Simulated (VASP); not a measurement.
# MoS2: single point with PBE

Crystal: MoS2.

```xyz
3
Lattice="3.2275 0.0000 0.0000 -1.6137 2.7951 0.0000 0.0000 0.0000 6.3125" Properties=species:S:1:pos:R:3 pbc="T T T"
Mo    0.0000    0.0000    3.1562
S     1.6137    0.9317    4.7008
S     0.0000    1.8634    1.6117
```

```
Program                : VASP 6.6.1
Task                   : single point
Functional             : PBE
Potentials or basis    : VASP PAW PBE potentials, release 64 (Mo_sv, S)
Cutoff                 : 500 eV
k mesh                 : 9 × 9 × 4
Occupations            : gaussian, width 0.1 eV
Spin                   : no spin polarisation
Dipole correction      : no
Further INCAR settings : ALGO = Normal; EDIFF = 1e-06; NBANDS = 20
```

```
Pressure               : 1.0 GPa
Largest force          : 0.276 eV/Å
Band gap on the k mesh : zero (band 13 reaches 7.55 eV, above the bottom of band 14 at 6.52 eV)
```

Forces in eV/Å, atoms in the order of the input:
```
Mo   0.000  0.000  0.000
S    0.000  0.000  0.276
S    0.000  0.000 -0.276
```

Stress tensor (GPa, compression positive):
```
0.00 0.00 0.00
0.00 0.00 0.00
0.00 0.00 2.92
```

Levels at points of the mesh, in eV from the Fermi level:
```
           k point  band 11  band 12  band 13  band 14  band 15  band 16
(0.00, 0.00, 0.00)    -1.05    -0.94    -0.94    -0.33    -0.33     3.19
(0.00, 0.00, 0.50)    -0.95    -0.95    -0.39    -0.39    -0.07     3.35
```

Run time: 18 s on 1 thread of Intel(R) Xeon(R) Platinum 8559C (Emerald Rapids), on a shared host, peak memory 0.19 GiB.

Caveat: this functional lacks dispersion, which binds the layers, so the pressure and a relaxed spacing across them are unreliable.
